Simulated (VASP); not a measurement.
# Ge (P6_3/mmc) in VASP: single point with PBE

Aim: the single point of Ge with PBE.

All numbers are computed with VASP 6.6.1; they aren't measurements. Logs are shortened: lines on timing, memory, paths and dates and some standing lists are left out, and cuts for length are marked.

**1. The cell of the first run**

Symmetry: P6_3/mmc, No. 194, hexagonal system. The conventional cell has a = 3.002 Å, b = 3.002 Å, c = 4.939 Å, α = 90.00°, β = 90.00°, γ = 120.00°. Ge (site symmetry -6m2) has 12 Ge at 3.00 to 3.02 Å within 4.0 Å.

**2. Single point, PBE, non-collinear spin, zero start, spin-orbit coupling**

File INCAR:

```
SYSTEM = Ge
  PREC = Accurate
  ENCUT = 520
  EDIFF = 1E-6
  ISMEAR = -1
  SIGMA = 0.05
  LREAL = .FALSE.
  LASPH = .TRUE.
  NELM = 150
  ALGO = Normal
  ISIF = 2
  LWAVE = .FALSE.
  LCHARG = .FALSE.
  MAGMOM = 0 0 0 0 0 0
  LORBIT = 11
  LSORBIT = .TRUE.
  GGA_COMPAT = .FALSE.
  LORBMOM = .TRUE.
  GGA = PE
  NBANDS = 40
```

File KPOINTS:

```
regular mesh
0
G
  16 16 9
  0 0 0
```

File POSCAR:

```
Ge
1.0
    3.0015338479      0.0000000000      0.0000000000
   -1.5007669240      2.5994045626      0.0000000000
    0.0000000000      0.0000000000      4.9393605135
Ge
2
Direct
    0.3333333333      0.6666666667      0.2500000000
    0.6666666667      0.3333333333      0.7500000000
```

Potentials or basis: VASP PAW PBE potentials, release 64 (Ge_d).

The run is started by

```
$ cat potpaw_PBE.64/Ge_d/POTCAR > POTCAR
$ mpirun -np 1 vasp_ncl > vasp.out
```

OUTCAR:

```text
SYSTEM = Ge
   PREC = Accurate
   ENCUT = 520
   EDIFF = 1E-6
   ISMEAR = -1
   LREAL = .FALSE.
   LASPH = .TRUE.
   NELM = 150
   ISIF = 2
   LORBIT = 11
   LSORBIT = .TRUE.
   GGA = PE

 ion  position               nearest neighbor table
   1  0.333  0.667  0.250-
   2  0.667  0.333  0.750-

  LATTYP: Found a hexagonal cell.
 ALAT       =     3.0015338479
 C/A-ratio  =     1.6456121316

  Lattice vectors:

 A1 = (   3.0015338479,   0.0000000000,   0.0000000000)
 A2 = (  -1.5007669240,   2.5994045626,   0.0000000000)
 A3 = (   0.0000000000,   0.0000000000,   4.9393605135)

Analysis of symmetry for initial positions (statically):
=====================================================================
 Subroutine PRICEL returns:
 Original cell was already a primitive cell.

 Routine SETGRP: Setting up the symmetry group for a
 hexagonal supercell.

 Subroutine GETGRP returns: Found 24 space group operations
 (whereof 12 operations were pure point group operations)
 out of a pool of 24 trial point group operations.

The static configuration has the point symmetry D_3d.
 The point group associated with its full space group is D_6h.

Analysis of symmetry for dynamics (positions and initial velocities):
=====================================================================
 Subroutine PRICEL returns:
 Original cell was already a primitive cell.

 Routine SETGRP: Setting up the symmetry group for a
 hexagonal supercell.

 Subroutine GETGRP returns: Found 24 space group operations
 (whereof 12 operations were pure point group operations)
 out of a pool of 24 trial point group operations.

The dynamic configuration has the point symmetry D_3d.
 The point group associated with its full space group is D_6h.

Analysis of structural, dynamic, and magnetic symmetry:
=====================================================================
 Subroutine PRICEL returns:
 Original cell was already a primitive cell.

 Routine SETGRP: Setting up the symmetry group for a
 hexagonal supercell.

 Subroutine GETGRP returns: Found 24 space group operations
 (whereof 12 operations were pure point group operations)
 out of a pool of 24 trial point group operations.

The overall configuration has the point symmetry D_3d.
 The point group associated with its full space group is D_6h.

 Subroutine INISYM returns: Found 24 space group operations
 (whereof 12 operations are pure point group operations),
 and found     1 'primitive' translations

----------------------------------------------------------------------------------------

                                     Primitive cell

  volume of cell :      38.5379

  direct lattice vectors                    reciprocal lattice vectors
     3.001533848  0.000000000  0.000000000     0.333162993  0.192351744  0.000000000
    -1.500766924  2.599404563  0.000000000     0.000000000  0.384703487  0.000000000
     0.000000000  0.000000000  4.939360513     0.000000000  0.000000000  0.202455358

  length of vectors
     3.001533848  3.001533848  4.939360513     0.384703487  0.384703487  0.202455358

  position of ions in fractional coordinates (direct lattice)
     0.333333333  0.666666667  0.250000000
     0.666666667  0.333333333  0.750000000

  ion indices of the primitive-cell ions
   primitive index   ion index
                 1           1
                 2           2

----------------------------------------------------------------------------------------

 KPOINTS: regular mesh

Automatic generation of k-mesh.
 Grid dimensions read from file:
 generate k-points for:   16   16    9

 Generating k-lattice:

  Cartesian coordinates                     Fractional coordinates (reciprocal lattice)
     0.020822687  0.012021984  0.000000000     0.062500000  0.000000000  0.000000000
     0.000000000  0.024043968  0.000000000     0.000000000  0.062500000  0.000000000
     0.000000000  0.000000000  0.022495040     0.000000000  0.000000000  0.111111111

  Length of vectors
     0.024043968  0.024043968  0.022495040

  Shift w.r.t. Gamma in fractional coordinates (k-lattice)
     0.000000000  0.000000000  0.000000000

 Subroutine IBZKPT returns following result:
 ===========================================

 Found    150 irreducible k-points:

 Following reciprocal coordinates:
            Coordinates               Weight
  0.000000  0.000000  0.000000      1.000000
  0.062500 -0.000000  0.000000      6.000000
  0.125000 -0.000000  0.000000      6.000000
  0.187500  0.000000  0.000000      6.000000
  0.250000 -0.000000  0.000000      6.000000
  0.312500  0.000000  0.000000      6.000000
[... 16 lines left out ...]
  0.187500  0.187500  0.000000      6.000000
  0.250000  0.187500  0.000000     12.000000
 [... further k-points ...]
   k-points           NKPTS =    150   k-points in BZ     NKDIM =    150   number of bands    NBANDS=     40
[... 22 lines left out ...]
   NFREE  =      0    steps in history (QN), initial steepest desc. (CG)
   ISIF   =      2    stress and relaxation
   ISYM   =      2    0-nonsym 1-usesym 2-fastsym
   POTIM  = 0.5000    time-step for ionic-motion
   TEBEG  =    0.0;   TEEND  =   0.0 temperature during run
   PSTRESS=    0.0 pullay stress
   NELECT =      28.0000    total number of electrons
   NUPDOWN=      -1.0000    fix difference up-down
   EMIN   =  10.00;   EMAX   =-10.00  energy-range for DOS
   EFERMI =   0.00;   METHOD = LEGACY
   ISMEAR =    -1;   SIGMA  =   0.05  broadening in eV -4-tet -1-fermi 0-gaus
   EFERMI_NEDOS =   21; number of points for ismear=-14 and -15
   IALGO  =     38    algorithm
   IMIX   =      4    mixing-type and parameters
     AMIX     =   0.40;   BMIX     =  1.00
     AMIX_MAG =   1.60;   BMIX_MAG =  1.00
  volume/ion in A,a.u.               =      19.27       130.03
  Fermi-wavevector in a.u.,A,eV,Ry     =   1.471742  2.781188 29.470536  2.166023
  Thomas-Fermi vector in A             =   2.586841
   LORBIT       =     11    0 simple, 1 ext, 2 COOP (PROOUT), +10 PAW based schemes
   GGA     = PE    functional components
   LHFCALC =     F    Hartree Fock is set to
   AEXX    =    0.0000 exact exchange contribution
   IVDW    =     0    specifies the selected vdW correction
   LEPSILON=     F    determine dielectric tensor
   LRPA    =     F    only Hartree local field effects (RPA)
  energy-cutoff  :      520.00
  volume of cell :       38.54
 maximum number of plane-waves:      2138
 NGX is ok and might be reduce to    24
   NGX = 11   NGY = 11   NGZ = 19

 number of electron      28.0000030 magnetization       0.0000000      0.0000000      0.0000000

 number of electron      28.0000030 magnetization       0.0000000     -0.0000000      0.0000000

 number of electron      28.0000030 magnetization      -0.0000000      0.0000000     -0.0000000

 Free energy of the ion-electron system (eV)
  ---------------------------------------------------
  ext. energy  EPLUGINS =         0.00000000
  ---------------------------------------------------
  free energy    TOTEN  =        -8.40467855 eV

  energy without entropy =       -8.39842160  energy(sigma->0) =       -8.40155007

 E-fermi :   6.5964     XC(G=0): -11.1954

 val. band max:        6.5734752405   @ k =   0.1875   0.1875   0.0000
 cond. band min:       6.5995700384   @ k =   0.3125   0.1875   0.4444
 fundamental gap:      0.0260947979
 Fermi energy:         6.5964416939

 k-point     1 :       0.0000    0.0000    0.0000
  band No.  band energies     occupation
      1     -18.5016      1.00000
      2     -18.5016      1.00000
      3     -18.4994      1.00000
      4     -18.4994      1.00000
      5     -18.4976      1.00000
      6     -18.4976      1.00000
[... 1021 lines left out ...]
     39      18.6246      0.00000
     40      18.6246      0.00000

 [... further k-points ...]
[... 5 lines left out ...]
  --------------------------------------------------------------------------------------
  -------------------------------------------------------------------------------------
  Total       -0.0151179     -0.0151179     -0.0136819      0.0000000      0.0000000      0.0000000
  in kB       -0.6285126     -0.6285126     -0.5688127      0.0000000      0.0000000      0.0000000
  external PRESSURE =      -0.6086127 kB  Pullay stress =       0.0000000 kB

 VOLUME and BASIS-vectors are now :
 -----------------------------------------------------------------------------
  energy-cutoff  :      520.00
  volume of cell :       38.54
      direct lattice vectors                 reciprocal lattice vectors
     3.001533848  0.000000000  0.000000000     0.333162993  0.192351744  0.000000000
    -1.500766924  2.599404563  0.000000000     0.000000000  0.384703487  0.000000000
     0.000000000  0.000000000  4.939360513     0.000000000  0.000000000  0.202455358

 POSITION                                       TOTAL-FORCE (eV/Angst)
 -----------------------------------------------------------------------------------
     -0.00000      1.73294      1.23484         0.000000      0.000000      0.000000
      1.50077      0.86647      3.70452        -0.000000     -0.000000      0.000000
 -----------------------------------------------------------------------------------
    total drift:                                0.000000     -0.000000      0.000000

  FREE ENERGIE OF THE ION-ELECTRON SYSTEM (eV)
  ---------------------------------------------------
  free  energy   TOTEN  =        -8.4046785461 eV

  energy  without entropy=       -8.3984215984  energy(sigma->0) =       -8.40155007

 orbital moment (x)

 # of ion     p       d       tot
 ----------------------------------------
  1         0.000  -0.000   0.000
  2         0.000  -0.000   0.000
 ----------------------------------------
            0.000  -0.000   0.000

 orbital moment (y)

 # of ion     p       d       tot
 ----------------------------------------
  1         0.000   0.000   0.000
  2         0.000   0.000   0.000
 ----------------------------------------
            0.000   0.000   0.000

 orbital moment (z)

 # of ion     p       d       tot
 ----------------------------------------
  1         0.000   0.000   0.000
  2         0.000   0.000   0.000
 ----------------------------------------
            0.000   0.000   0.000

 Spin-Orbit-Coupling matrix elements

 Ion:    1  E_soc:     -0.0173157
 l=   1
     0.0000000    -0.0019580    -0.0019543
    -0.0019580     0.0000000    -0.0019580
    -0.0019543    -0.0019580     0.0000000
 l=   2
     0.0000000    -0.0001854     0.0000000    -0.0001854    -0.0007444
    -0.0001854     0.0000000    -0.0005583    -0.0001851    -0.0001854
     0.0000000    -0.0005583     0.0000000    -0.0005583     0.0000000
    -0.0001854    -0.0001851    -0.0005583     0.0000000    -0.0001854
    -0.0007444    -0.0001854     0.0000000    -0.0001854     0.0000000
 l=   3
     0.0000000     0.0000000     0.0000000     0.0000000     0.0000000     0.0000000     0.0000000
     0.0000000     0.0000000     0.0000000     0.0000000     0.0000000     0.0000000     0.0000000
     0.0000000     0.0000000     0.0000000     0.0000000     0.0000000     0.0000000     0.0000000
     0.0000000     0.0000000     0.0000000     0.0000000     0.0000000     0.0000000     0.0000000
     0.0000000     0.0000000     0.0000000     0.0000000     0.0000000     0.0000000     0.0000000
     0.0000000     0.0000000     0.0000000     0.0000000     0.0000000     0.0000000     0.0000000
     0.0000000     0.0000000     0.0000000     0.0000000     0.0000000     0.0000000     0.0000000

 Ion:    2  E_soc:     -0.0173157
 l=   1
     0.0000000    -0.0019580    -0.0019543
    -0.0019580     0.0000000    -0.0019580
    -0.0019543    -0.0019580     0.0000000
 l=   2
     0.0000000    -0.0001854     0.0000000    -0.0001854    -0.0007444
    -0.0001854     0.0000000    -0.0005583    -0.0001851    -0.0001854
     0.0000000    -0.0005583     0.0000000    -0.0005583     0.0000000
    -0.0001854    -0.0001851    -0.0005583     0.0000000    -0.0001854
    -0.0007444    -0.0001854     0.0000000    -0.0001854     0.0000000
 l=   3
     0.0000000     0.0000000     0.0000000     0.0000000     0.0000000     0.0000000     0.0000000
     0.0000000     0.0000000     0.0000000     0.0000000     0.0000000     0.0000000     0.0000000
     0.0000000     0.0000000     0.0000000     0.0000000     0.0000000     0.0000000     0.0000000
     0.0000000     0.0000000     0.0000000     0.0000000     0.0000000     0.0000000     0.0000000
     0.0000000     0.0000000     0.0000000     0.0000000     0.0000000     0.0000000     0.0000000
     0.0000000     0.0000000     0.0000000     0.0000000     0.0000000     0.0000000     0.0000000
     0.0000000     0.0000000     0.0000000     0.0000000     0.0000000     0.0000000     0.0000000

 total charge

# of ion       s       p       d       tot
------------------------------------------
    1        1.272   0.877  10.017  12.167
    2        1.272   0.877  10.017  12.167
--------------------------------------------------
tot          2.544   1.755  20.035  24.333

 magnetization (x)

# of ion       s       p       d       tot
------------------------------------------
    1       -0.000   0.000   0.000  -0.000
    2       -0.000  -0.000  -0.000  -0.000
--------------------------------------------------
tot         -0.000  -0.000   0.000  -0.000

 magnetization (y)

# of ion       s       p       d       tot
------------------------------------------
    1        0.000  -0.000  -0.000  -0.000
    2        0.000  -0.000  -0.000  -0.000
--------------------------------------------------
tot          0.000  -0.000  -0.000  -0.000

 magnetization (z)

# of ion       s       p       d       tot
------------------------------------------
    1        0.000   0.000   0.000   0.000
    2        0.000   0.000   0.000   0.000
--------------------------------------------------
tot          0.000   0.000   0.000   0.000
```

Run time: 2.5 min. Hardware: 1 thread of Intel Xeon 6975P-C (Granite Rapids), shared host; peak memory 0.45 GiB.

Results:

| Item | Value |
| --- | --- |
| Free energy | -8.4047 eV |
| Pressure | -0.1 GPa |
| Net moment | 0.00 μB per cell |
| Valence electrons inside the program's atomic spheres | Ge 12.17 |

Moments on the atoms (μB; x, y, z):
```
Ge  0.00 0.00 0.00
Ge  0.00 0.00 0.00
```
